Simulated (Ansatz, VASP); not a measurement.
## NaI: VASP beside Ansatz

File POSCAR:

```
NaI
1.0
    0.0000000000      3.2578337372      3.2578337372
    3.2578337372      0.0000000000      3.2578337372
    3.2578337372      3.2578337372      0.0000000000
I Na
1 1
Direct
    0.5000000000      0.5000000000      0.5000000000
    0.0000000000      0.0000000000      0.0000000000
```

Contents of INCAR.step1:

```
SYSTEM = NaI
PREC     = Accurate       ! precision mode
ENCUT    = 520            ! plane-wave cutoff, eV
EDIFF    = 1E-5           ! SCF threshold, eV
ISMEAR   = -1             ! smearing method
SIGMA    = 0.05           ! smearing width, eV
LREAL    = .FALSE.        ! projectors in reciprocal space
LASPH    = .TRUE.         ! aspherical terms in the spheres
NELM     = 100            ! most SCF steps
ALGO     = Normal         ! electronic algorithm
ISIF     = 2              ! what is computed and relaxed
LWAVE    = .TRUE.         ! write WAVECAR
LCHARG   = .FALSE.        ! write CHGCAR
NBANDS   = 14             ! bands
GGA      = PE             ! functional
```

The input INCAR.step2:

```
SYSTEM = NaI
PREC     = Accurate       ! precision mode
ENCUT    = 520            ! plane-wave cutoff, eV
EDIFF    = 1E-6           ! SCF threshold, eV
ISMEAR   = -1             ! smearing method
SIGMA    = 0.05           ! smearing width, eV
LREAL    = .FALSE.        ! projectors in reciprocal space
LASPH    = .TRUE.         ! aspherical terms in the spheres
NELM     = 100            ! most SCF steps
ALGO     = Normal         ! electronic algorithm
ISIF     = 2              ! what is computed and relaxed
LWAVE    = .FALSE.        ! write WAVECAR
LCHARG   = .FALSE.        ! write CHGCAR
GGA      = PE             ! functional
LHFCALC  = .TRUE.         ! exact exchange
AEXX     = 0.25           ! exact-exchange fraction
PRECFOCK = Normal       
NBANDS   = 14             ! bands
ISTART   = 1
```

The input KPOINTS:

```
regular mesh
0
G
  4 4 4
  0 0 0
```

The input input:

```
crystal:
  lattice:
    - [0.0, 3.2578337372, 3.2578337372]
    - [3.2578337372, 0.0, 3.2578337372]
    - [3.2578337372, 3.2578337372, 0.0]
  atoms:
    - { symbol: I, position: [0.5, 0.5, 0.5] }
    - { symbol: Na, position: [0.0, 0.0, 0.0] }
hamiltonian:
  xc: pbe0
  pseudopotentials: { kind: paw }
kpoints:
  mp_grid: { grid: [4, 4, 4] }
scf:
  occupations: { method: fermi_dirac, width: 0.05 }
output:
  forces: true
  stress: true
  eigenvalues: true
```

Alike in both runs: task single point; functional PBE0; k mesh 4 × 4 × 4; occupations fermi-dirac, width 0.05 eV; no spin polarisation.

|  | VASP | Ansatz |
| --- | --- | --- |
| version | VASP 6.6.1 | Ansatz 0.2.0 |
| potentials or method | VASP PAW PBE potentials, release 64 (I, Na_pv) | Ansatz PAW |
| plane-wave cutoff (eV) | 520 | 420 |
| valence electrons in the cell | 14 | 26 |

|  | VASP | Ansatz | Ansatz less VASP |
| --- | --- | --- | --- |
| gap on the k mesh at the Fermi level (eV) | 5.30 | 5.30 | -0.004 |
| least direct gap on the mesh (eV) | 5.30 | 5.30 | -0.004 |
| pressure (GPa) | -0.2 | -0.2 | +0.04 |

The functional is the same, so the differences come from potentials, cutoffs and numerics. VASP's potentials hold 14 valence electrons a cell and Ansatz's 26, so a difference there can come from the potentials and not from the codes.

Spin-orbit coupling is off throughout.
